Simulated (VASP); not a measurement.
# H in VASP: further runs

Runs on H. Level: PBE+D3(BJ). Tasks: single point, relaxation of the atoms.

All numbers are computed with VASP 6.6.1; they aren't measurements. Logs are shortened: lines on timing, memory, paths and dates and some standing lists are left out, and cuts for length are marked.

## Step 1: The cell of the first run

The cell holds an amorphous packing of atoms, 20 atoms: a = 6.694 Å, b = 6.694 Å, c = 6.694 Å, α = 90.00°, β = 90.00°, γ = 90.00°.

## Step 2: Single point, PBE+D3(BJ)

INCAR

```
PREC = Accurate
ENCUT = 520
EDIFF = 1E-6
ISMEAR = -1
SIGMA = 0.02
LREAL = Auto
LASPH = True
NELM = 100
ALGO = Normal
ISIF = 2
LWAVE = False
LCHARG = False
GGA = PE
IVDW = 12
NBANDS = 26
```

KPOINTS

```
Automatic mesh
0
Gamma
  1 1 1
```

POSCAR

```
H
1.0
    6.6943300000      0.0000000000      0.0000000000
    0.0000000000      6.6943300000      0.0000000000
    0.0000000000      0.0000000000      6.6943300000
H
20
Direct
    0.6388391370      1.0111542156      0.5754123266
    0.5996119104      1.0492461531      0.6770953927
    0.7050742942      0.2206494153      0.1657970252
    0.6041530668      0.1943883854      0.2156750564
    0.5177515898      0.6599614898      0.7758057939
    0.6282032705      0.6382864305      0.7673359395
    0.1445551683     -0.1416870695     -0.4580294070
    0.0929742035     -0.0920181706     -0.3713889217
    1.0655136511      1.2318932589      0.1478564696
    1.1216208343      1.1368426713      0.1552657249
    0.4537720728      0.8036203772      0.2358563142
    0.4137680694      0.9019722661      0.1873376425
    0.3878506139      0.3317882447      0.8585922714
    0.3457552884      0.3342978311      0.7472891238
   -0.1253747574      0.7182197472      0.9924966352
   -0.0074690074      0.7260771429      0.9841164090
    0.5438483015      0.5343776001      0.2930091585
    0.6406765128      0.5189316929      0.3551064856
   -0.0753622842      0.3797093959      0.5810140821
   -0.1423891562      0.4424042436      0.6424391985
```

Potentials or basis: VASP PAW PBE potentials, release 64 (H).

The run is started by

```bash
$ cat potpaw_PBE.64/H/POTCAR > POTCAR
$ mpirun -np 1 vasp_gam > vasp.out
```

OUTCAR:

```text
PREC = Accurate
   ENCUT = 520
   EDIFF = 1E-6
   ISMEAR = -1
   LREAL = Auto
   LASPH = True
   NELM = 100
   ISIF = 2
   GGA = PE
   IVDW = 12
 IVDW          = 12

 ion  position               nearest neighbor table
   1  0.639  0.011  0.575-   2 0.77
   2  0.600  0.049  0.677-   1 0.77
   3  0.705  0.221  0.166-   4 0.77
   4  0.604  0.194  0.216-   3 0.77
   5  0.518  0.660  0.776-   6 0.76
   6  0.628  0.638  0.767-   5 0.76
   7  0.145  0.858  0.542-   8 0.75
   8  0.093  0.908  0.629-   7 0.75
   9  0.066  0.232  0.148-  10 0.74
  10  0.122  0.137  0.155-   9 0.74
  11  0.454  0.804  0.236-  12 0.78
  12  0.414  0.902  0.187-  11 0.78
  13  0.388  0.332  0.859-  14 0.80
  14  0.346  0.334  0.747-  13 0.80
  15  0.875  0.718  0.992-  16 0.79
  16  0.993  0.726  0.984-  15 0.79
  17  0.544  0.534  0.293-  18 0.78
  18  0.641  0.519  0.355-  17 0.78
  19  0.925  0.380  0.581-  20 0.74
  20  0.858  0.442  0.642-  19 0.74

  LATTYP: Found a simple cubic cell.
 ALAT       =     6.6943300000

  Lattice vectors:

 A1 = (   6.6943300000,   0.0000000000,   0.0000000000)
 A2 = (   0.0000000000,   6.6943300000,   0.0000000000)
 A3 = (   0.0000000000,   0.0000000000,   6.6943300000)

Analysis of symmetry for initial positions (statically):
=====================================================================
 Subroutine PRICEL returns:
 Original cell was already a primitive cell.

 Routine SETGRP: Setting up the symmetry group for a
 simple cubic supercell.

 Subroutine GETGRP returns: Found  1 space group operations
 (whereof  1 operations were pure point group operations)
 out of a pool of 48 trial point group operations.

The static configuration has the point symmetry C_1 .

Analysis of symmetry for dynamics (positions and initial velocities):
=====================================================================
 Subroutine PRICEL returns:
 Original cell was already a primitive cell.

 Routine SETGRP: Setting up the symmetry group for a
 simple cubic supercell.

 Subroutine GETGRP returns: Found  1 space group operations
 (whereof  1 operations were pure point group operations)
 out of a pool of 48 trial point group operations.

The dynamic configuration has the point symmetry C_1 .

 Subroutine INISYM returns: Found  1 space group operations
 (whereof  1 operations are pure point group operations),
 and found     1 'primitive' translations

----------------------------------------------------------------------------------------

                                     Primitive cell

  volume of cell :     300.0001

  direct lattice vectors                    reciprocal lattice vectors
     6.694330000  0.000000000  0.000000000     0.149380147  0.000000000  0.000000000
     0.000000000  6.694330000  0.000000000     0.000000000  0.149380147  0.000000000
     0.000000000  0.000000000  6.694330000     0.000000000  0.000000000  0.149380147

  length of vectors
     6.694330000  6.694330000  6.694330000     0.149380147  0.149380147  0.149380147

  position of ions in fractional coordinates (direct lattice)
     0.638839137  0.011154216  0.575412327
     0.599611910  0.049246153  0.677095393
     0.705074294  0.220649415  0.165797025
     0.604153067  0.194388385  0.215675056
     0.517751590  0.659961490  0.775805794
     0.628203271  0.638286431  0.767335940
     0.144555168  0.858312930  0.541970593
     0.092974203  0.907981829  0.628611078
     0.065513651  0.231893259  0.147856470
     0.121620834  0.136842671  0.155265725
     0.453772073  0.803620377  0.235856314
     0.413768069  0.901972266  0.187337642
     0.387850614  0.331788245  0.858592271
     0.345755288  0.334297831  0.747289124
     0.874625243  0.718219747  0.992496635
     0.992530993  0.726077143  0.984116409
     0.543848301  0.534377600  0.293009158
     0.640676513  0.518931693  0.355106486
     0.924637716  0.379709396  0.581014082
     0.857610844  0.442404244  0.642439198

  ion indices of the primitive-cell ions
   primitive index   ion index
                 1           1
                 2           2
                 3           3
                 4           4
                 5           5
                 6           6
                 7           7
                 8           8
                 9           9
                10          10
                11          11
                12          12
                13          13
                14          14
                15          15
                16          16
                17          17
                18          18
                19          19
                20          20

----------------------------------------------------------------------------------------

 KPOINTS: Automatic mesh

Automatic generation of k-mesh.
 Grid dimensions read from file:
 generate k-points for:    1    1    1

 Generating k-lattice:

  Cartesian coordinates                     Fractional coordinates (reciprocal lattice)
[... 52 lines left out ...]
   EFERMI_NEDOS =   21; number of points for ismear=-14 and -15
   IALGO  =     38    algorithm
   IMIX   =      4    mixing-type and parameters
     AMIX     =   0.40;   BMIX     =  1.00
     AMIX_MAG =   1.60;   BMIX_MAG =  1.00
  volume/ion in A,a.u.               =      15.00       101.23
  Fermi-wavevector in a.u.,A,eV,Ry     =   0.663811  1.254421  5.995338  0.440645
  Thomas-Fermi vector in A             =   1.737305
   LORBIT       =      0    0 simple, 1 ext, 2 COOP (PROOUT), +10 PAW based schemes
   GGA     = PE    functional components
   LHFCALC =     F    Hartree Fock is set to
   AEXX    =    0.0000 exact exchange contribution
   IVDW    =    12    specifies the selected vdW correction
   LEPSILON=     F    determine dielectric tensor
   LRPA    =     F    only Hartree local field effects (RPA)
 non-spin polarized calculation
  energy-cutoff  :      520.00
  volume of cell :      300.00
 maximum number of plane-waves:      4061
 NGX is ok and might be reduce to    50
   NGX = 25   NGY = 25   NGZ = 25

 number of electron      20.0000004 magnetization

 Free energy of the ion-electron system (eV)
  ---------------------------------------------------
  ext. energy  EPLUGINS =         0.00000000
  ---------------------------------------------------
  free energy    TOTEN  =       -67.44486143 eV

  energy without entropy =      -67.44486143  energy(sigma->0) =      -67.44486143

 E-fermi :  -7.8471     XC(G=0):  -4.6996

 val. band max:       -8.3769369135   @ k =   0.0000   0.0000   0.0000
 cond. band min:       0.4427025765   @ k =   0.0000   0.0000   0.0000
 fundamental gap:      8.8196394900
 Fermi energy:        -7.8470945119

 k-point     1 :       0.0000    0.0000    0.0000
  band No.  band energies     occupation
      1     -10.5258      2.00000
      2      -9.7250      2.00000
      3      -9.4326      2.00000
      4      -9.2514      2.00000
      5      -9.2084      2.00000
      6      -9.0685      2.00000
      7      -8.8388      2.00000
      8      -8.7515      2.00000
      9      -8.5304      2.00000
     10      -8.3769      2.00000
     11       0.4427      0.00000
     12       0.6429      0.00000
     13       0.7830      0.00000
     14       1.3810      0.00000
     15       1.8053      0.00000
     16       1.9548      0.00000
     17       2.0245      0.00000
     18       2.3704      0.00000
     19       2.5996      0.00000
     20       2.7532      0.00000
     21       3.5151      0.00000
     22       3.7220      0.00000
 [bands above 22 left out]

------------------------ aborting loop because EDIFF is reached ----------------------------------------

 Edisp (eV)   -0.29711

 E8    (eV) :    -0.0516

  FORCE on cell =-STRESS in cart. coord.  units (eV):
  Direction    XX          YY          ZZ          XY          YZ          ZX
  --------------------------------------------------------------------------------------
  -------------------------------------------------------------------------------------
  Total      -1.93032     0.51858    -1.68701     0.04271     0.36820    -0.33453
  in kB     -10.30904     2.76953    -9.00963     0.22809     1.96640    -1.78660
  external pressure =       -5.52 kB  Pullay stress =        0.00 kB

 VOLUME and BASIS-vectors are now :
 -----------------------------------------------------------------------------
  energy-cutoff  :      520.00
  volume of cell :      300.00
      direct lattice vectors                 reciprocal lattice vectors
     6.694330000  0.000000000  0.000000000     0.149380147  0.000000000  0.000000000
     0.000000000  6.694330000  0.000000000     0.000000000  0.149380147  0.000000000
     0.000000000  0.000000000  6.694330000     0.000000000  0.000000000  0.149380147

 POSITION                                       TOTAL-FORCE (eV/Angst)
 -----------------------------------------------------------------------------------
      4.27660      0.07467      3.85200        -0.243996      0.254562      0.659270
      4.01400      0.32967      4.53270         0.259848     -0.229902     -0.683966
      4.72000      1.47710      1.10990        -0.733078     -0.276299      0.303186
      4.04440      1.30130      1.44380         0.751785      0.086577     -0.398414
      3.46600      4.41800      5.19350         0.275340     -0.025163     -0.018010
      4.20540      4.27290      5.13680        -0.255399      0.106013      0.023445
      0.96770      5.74583      3.62813        -0.029342      0.043139      0.071134
      0.62240      6.07833      4.20813         0.043035     -0.045702     -0.076676
      0.43857      1.55237      0.98980        -0.119560      0.263194     -0.020953
      0.81417      0.91607      1.03940         0.135503     -0.261566      0.031691
      3.03770      5.37970      1.57890        -0.340216      0.823565     -0.388979
      2.76990      6.03810      1.25410         0.298759     -0.731857      0.357260
      2.59640      2.22110      5.74770        -0.516337     -0.009978     -1.244337
      2.31460      2.23790      5.00260         0.435421     -0.080112      1.269341
      5.85503      4.80800      6.64410         1.251822      0.094793     -0.062426
      6.64433      4.86060      6.58800        -1.239571     -0.093724      0.093028
      3.64070      3.57730      1.96150         0.730133     -0.063280      0.515102
      4.28890      3.47390      2.37720        -0.748451      0.174317     -0.428526
      6.18983      2.54190      3.88950         0.238229     -0.227729     -0.206055
      5.74113      2.96160      4.30070        -0.193924      0.199150      0.204885
 -----------------------------------------------------------------------------------
    total drift:                               -0.000635     -0.000178      0.000147

  FREE ENERGIE OF THE ION-ELECTRON SYSTEM (eV)
  ---------------------------------------------------
  free  energy   TOTEN  =       -67.7419704127 eV

  energy  without entropy=      -67.7419704127  energy(sigma->0) =      -67.74197041
```

Wall time 15 s (1 thread of AMD EPYC 7R13 (Zen 3), shared host); peak memory 0.29 GiB.

What came out:

```yaml
Free_energy: -67.7420 eV
Pressure: -0.6 GPa
Largest_force: 1.347 eV/Å
Band_gap_on_the_k_mesh: 8.82 eV
Dispersion_energy_per_atom: -0.015 eV
```

Forces on the atoms (eV/Å):
```
H   -0.244  0.255  0.659
H    0.260 -0.230 -0.684
H   -0.733 -0.276  0.303
H    0.752  0.087 -0.398
H    0.275 -0.025 -0.018
H   -0.255  0.106  0.023
H   -0.029  0.043  0.071
H    0.043 -0.046 -0.077
H   -0.120  0.263 -0.021
H    0.136 -0.262  0.032
H   -0.340  0.824 -0.389
H    0.299 -0.732  0.357
H   -0.516 -0.010 -1.244
H    0.435 -0.080  1.269
H    1.252  0.095 -0.062
H   -1.240 -0.094  0.093
H    0.730 -0.063  0.515
H   -0.748  0.174 -0.429
H    0.238 -0.228 -0.206
H   -0.194  0.199  0.205
```

Levels at points of the mesh, in eV from the valence-band top:
| k point | band 7 | band 8 | band 9 | band 10 | band 11 | band 12 | band 13 | band 14 |
| --- | --- | --- | --- | --- | --- | --- | --- | --- |
| (0.00, 0.00, 0.00) | -0.46 | -0.37 | -0.15 | 0.00 | 8.82 | 9.02 | 9.16 | 9.76 |

Caveat: the k points lie up to 0.94 Å⁻¹ apart.

## Step 3: Single point, PBE+D3(BJ)

INCAR

```
  PREC = Accurate
  ENCUT = 520
  EDIFF = 1E-7
  ISMEAR = -1
  SIGMA = 0.02
  LREAL = Auto
  LASPH = T
  NELM = 100
  ALGO = Normal
  ISIF = 2
  LWAVE = F
  LCHARG = F
  GGA = PE
  IVDW = 12
  NBANDS = 26
```

KPOINTS is that of step 2.

POSCAR

```
H
1.0
    6.6943300000      0.0000000000      0.0000000000
    0.0000000000      6.6943300000      0.0000000000
    0.0000000000      0.0000000000      6.6943300000
H
20
Direct
    0.7415828022      0.9171343510      0.6099639546
    0.6829809705      0.9941696929      0.5631780925
    0.7013846046      0.1742519416      0.2299707364
    0.7827519707      0.2243988569      0.1788827261
    0.5060999383      0.5757857769      0.7745360626
    0.4185332961      0.5839867470      0.8561872510
    0.1168600891     -0.2943685178     -0.5496442512
    0.1328587028     -0.3635016499     -0.6361204183
    1.1650307051      1.3131709969      0.1543993200
    1.1020819111      1.4087593531      0.1657820872
    0.2910522786      0.9766025876      0.1582682658
    0.3187473578      0.9279345356      0.0645770376
    0.3633373317      0.1642135957      0.6678188855
    0.4175324491      0.1473485771      0.7565656309
   -0.2351841036      0.8666737373      1.0381472082
   -0.2698701737      0.7874574453      1.1011258782
    0.6501621521      0.6485637846      0.3621124145
    0.6539862839      0.5414582191      0.3760645203
    0.0152068990      0.4708760996      0.8734107820
   -0.0017477477      0.5351842529      0.7828415988
```

Potentials or basis: VASP PAW PBE potentials, release 64 (H).

The run is started by

```bash
$ cat potpaw_PBE.64/H/POTCAR > POTCAR
$ mpirun -np 1 vasp_gam > vasp.out
```

Run time: 18 s. Hardware: 1 thread of AMD EPYC 7R13 (Zen 3), shared host; peak memory 0.28 GiB.

It converged, with:

```
Free energy                : -67.7239 eV
Pressure                   : 0.7 GPa
Largest force              : 1.756 eV/Å
Band gap on the k mesh     : 9.03 eV
Dispersion energy per atom : -0.015 eV
```

Forces on the atoms (eV/Å):
```
H    0.632 -0.816  0.478
H   -0.568  0.781 -0.466
H   -0.653 -0.377  0.405
H    0.621  0.425 -0.384
H   -1.108  0.126  1.031
H    1.112 -0.099 -1.024
H   -0.006  0.042  0.052
H    0.013  0.016  0.028
H   -0.333  0.526  0.063
H    0.388 -0.581 -0.032
H   -0.175  0.280  0.591
H    0.182 -0.294 -0.583
H   -0.935  0.303 -1.456
H    0.873 -0.260  1.459
H    0.417  0.917 -0.758
H   -0.376 -0.943  0.667
H   -0.052  0.914 -0.079
H    0.024 -0.989  0.123
H   -0.046  0.070 -0.151
H   -0.010 -0.042  0.037
```

Stress tensor (GPa, compression positive):
```
 0.32  0.13  0.44
 0.13  1.07 -0.43
 0.44 -0.43  0.85
```

Levels at points of the mesh, in eV from the valence-band top:
| k point | band 7 | band 8 | band 9 | band 10 | band 11 | band 12 | band 13 | band 14 |
| --- | --- | --- | --- | --- | --- | --- | --- | --- |
| (0.00, 0.00, 0.00) | -0.37 | -0.26 | -0.12 | 0.00 | 9.03 | 9.22 | 9.75 | 9.98 |

Caveat: the k points lie up to 0.94 Å⁻¹ apart.

## Step 4: Relaxation of the atoms, PBE+D3(BJ)

INCAR

```
SYSTEM = H
ALGO = Normal
EDIFF = 1E-6
EDIFFG = -0.3
ENCUT = 520
GGA = PE
IBRION = 2
ISIF = 2
ISMEAR = -1
IVDW = 12
LASPH = .True.
LCHARG = .False.
LREAL = Auto
LWAVE = .False.
NELM = 100
NSW = 35
PREC = Accurate
SIGMA = 0.02
```

KPOINTS

```
k-points
0
Gamma
  1 1 1
  0 0 0
```

POSCAR

```
H
1.0
    6.6943300000      0.0000000000      0.0000000000
    0.0000000000      6.6943300000      0.0000000000
    0.0000000000      0.0000000000      6.6943300000
H
20
Direct
    0.3370292000      0.9977998000      0.4695017000
    0.3404988000      0.9987640000      0.3594427000
    0.6284735000      0.2488996000      0.1058630000
    0.5888800000      0.3168055000      0.1829804000
    0.7669308000      0.8779628000      0.7946745000
    0.8002082000      0.7802749000      0.7562601000
    0.2234921000      0.2403395000      0.1213661000
    0.1934435000      0.2682966000      0.0191827000
    0.8501920000      0.9009330000      0.4597603000
    0.8405002000      0.9369023000      0.3561348000
    0.6043330000      0.8633165000      0.0582010000
    0.5219705000      0.8210132000      0.1178065000
    0.5422036000      0.5352488000      0.8004791000
    0.5943180000      0.5262055000      0.8970621000
    0.0543443000      0.6819497000      1.0328964000
    0.0466316000      0.6341929000      0.9339734000
    0.5669242000      0.5702550000      0.4173115000
    0.5879625000      0.6640506000      0.3635923000
    0.0721222000      0.0698168000      0.3702961000
    0.0852541000      0.0665492000      0.2610128000
```

The run is started by

```bash
$ cat potpaw_PBE.64/H/POTCAR > POTCAR
$ mpirun -np 1 vasp_gam > vasp.out
```

Wall time 52 s (1 thread of AMD EPYC 7R13 (Zen 3), shared host); peak memory 0.3 GiB.

It converged, with:

| Property | Result |
| --- | --- |
| Free energy | -67.3736 eV |
| Energy gained by relaxing | 15.1 meV/atom |
| Ionic steps | 5 |
| Pressure after relaxing | 0.8 GPa |
| Largest force after relaxing | 0.267 eV/Å |
| Band gap on the k mesh | 7.87 eV |
| Dispersion energy per atom | -0.016 eV |

Forces on the atoms (eV/Å):
```
H    0.228 -0.064  0.101
H    0.203 -0.033  0.120
H   -0.007  0.026  0.112
H    0.099 -0.093 -0.033
H    0.034 -0.003 -0.050
H   -0.039  0.119  0.036
H    0.077  0.116 -0.152
H    0.077  0.099 -0.159
H   -0.235 -0.119  0.045
H   -0.208 -0.097  0.041
H   -0.184 -0.064  0.118
H    0.166  0.130 -0.129
H   -0.021 -0.030 -0.018
H   -0.068 -0.049 -0.064
H    0.022 -0.043 -0.016
H    0.044  0.023  0.092
H    0.010  0.089 -0.057
H   -0.042 -0.217  0.146
H   -0.050  0.100 -0.110
H   -0.107  0.110 -0.023
```

Stress tensor (GPa, compression positive):
```
 1.03  0.31 -0.11
 0.31  0.61 -0.56
-0.11 -0.56  0.73
```

The path:
```
step  energy change (eV)  largest force (eV/Å)  pressure (GPa)
   1              0.0000                0.7029            1.58
   2              0.0124                0.9750            0.14
   3             -0.0435                0.5623            0.89
   4             -0.1238                0.4645            0.86
   5             -0.3029                0.2668            0.79
```

Final structure:
```
H
1.0
     6.69433    0.00000    0.00000
     0.00000    6.69433    0.00000
     0.00000    0.00000    6.69433
H
20
Direct
  0.35718 0.99222 0.47866
  0.35938 0.99453 0.36707
  0.63021 0.24640 0.10668
  0.59110 0.31619 0.18559
  0.76716 0.88208 0.79324
  0.79985 0.78183 0.75521
  0.22622 0.24516 0.11583
  0.19617 0.27259 0.01197
  0.83381 0.89164 0.46474
  0.82580 0.92954 0.36035
  0.60495 0.86531 0.05701
  0.52024 0.82262 0.11862
  0.54017 0.53399 0.79770
  0.59231 0.52380 0.89615
  0.05578 0.68152 0.03569
  0.04850 0.63339 0.93464
  0.56587 0.56656 0.41962
  0.58827 0.66316 0.36581
  0.06606 0.08013 0.36185
  0.07669 0.07692 0.25139
```

Levels at points of the mesh, in eV from the valence-band top:
| k point | band 6 | band 7 | band 8 | band 9 | band 10 | band 11 | band 12 | band 13 | band 14 | band 15 |
| --- | --- | --- | --- | --- | --- | --- | --- | --- | --- | --- |
| (0.00, 0.00, 0.00) | -1.40 | -1.22 | -1.10 | -0.89 | 0.00 | 7.87 | 8.25 | 8.74 | 9.07 | 9.33 |

Caveat: the k points lie up to 0.94 Å⁻¹ apart; the relaxation stopped at a loose force limit of 0.3 eV/Å, so its end isn't a converged minimum.
